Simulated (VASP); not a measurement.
Rb: single point with PBE

Crystal: Rb.

```
CELL_PARAMETERS angstrom
-2.80600 2.80600 2.58152
2.80600 -2.80600 2.58152
2.80600 2.80600 -2.58152
ATOMIC_POSITIONS crystal
Rb 0.00000 0.00000 0.00000
```

This cell differs from its parent crystal: strain +0.000 along x and y, -0.080 along z.

* Program: VASP 6.6.1
* Task: single point
* Functional: PBE
* Potentials or basis: VASP PAW PBE potentials, release 64 (Rb_sv)
* Cutoff: 520 eV
* k mesh: 12 × 12 × 12
* Occupations: gaussian, width 0.15 eV
* Spin: no spin polarisation
* Dipole correction: no
* Further INCAR settings: ALGO = Normal; EDIFF = 1e-06; NBANDS = 10

| Quantity | Value |
| --- | --- |
| Pressure | 0.4 GPa |
| Band gap on the k mesh | zero (an odd number of electrons rules out a gap without spin polarisation) |

Levels at points of the mesh, in eV from the Fermi level:
```tsv
k point	band 3	band 4	band 5	band 6	band 7	band 8
(0.00, 0.00, 0.00)	-12.88	-12.88	-2.12	3.49	3.96	3.96
(0.50, 0.00, 0.00)	-12.93	-12.89	0.26	0.96	2.45	4.55
(0.50, 0.50, 0.00)	-12.92	-12.88	0.12	0.73	2.95	4.25
(0.50, 0.50, 0.50)	-12.99	-12.96	1.06	1.28	3.28	3.28
```

Wall time 84 s on 1 thread of Intel Xeon 8259CL, with other jobs on the host, peak memory 0.28 GiB.

Caveat: the cell differs from its parent crystal (strain +0.000 along x and y, -0.080 along z).
